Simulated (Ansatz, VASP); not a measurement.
CdS: VASP beside Ansatz

```
Cd S
1.0
     4.19732    0.00000    0.00000
     0.00000    6.83073    0.00000
     0.00000    0.00000   27.11661
Cd S
8 8
Cartesian
  0.0000 6.4996 8.0703
  2.0987 3.5031 8.5596
  2.0987 6.8810 11.2256
  0.0000 3.4959 12.2806
  0.0000 6.9113 14.8360
  2.0987 3.4656 15.8910
  2.0987 6.9184 18.5570
  0.0000 3.0842 19.0464
  0.0000 4.1878 7.3168
  2.0987 0.8868 8.7606
  2.0987 4.3127 11.0630
  0.0000 0.9169 12.3974
  0.0000 4.3322 14.7192
  2.0987 0.8973 16.0536
  2.0987 4.3022 18.3560
  0.0000 0.7724 19.7998
```

Alike in both runs: functional PBE; k mesh 6 × 4 × 1; occupations gaussian, width 0.05 eV; no spin polarisation.

Ansatz relaxed the structure, and its values are those at the end. VASP's run is a single point on that final structure, the one shown.

```csv
,VASP,Ansatz
version,VASP 6.6.1,Ansatz 0.2.0
potentials or method,"VASP PAW PBE potentials, release 64 (Cd, S), cutoff 520 eV","scalar-relativistic, plane waves, PAW"
valence electrons in the cell,144,208
```

```csv
,VASP,Ansatz,Ansatz less VASP
gap on the k mesh at the Fermi level (eV),1.37,1.36,-0.006
least direct gap on the mesh (eV),1.37,1.36,-0.006
rms of the force components (eV/Å),0.012,0.002,-0.0105
```

With one functional, cell and mesh, what is left measures potentials, basis and numerics. VASP's potentials hold 144 valence electrons a cell and Ansatz's 208, so a difference there can come from the potentials and not from the codes. Ansatz's warnings: xc potential rough in thin density.
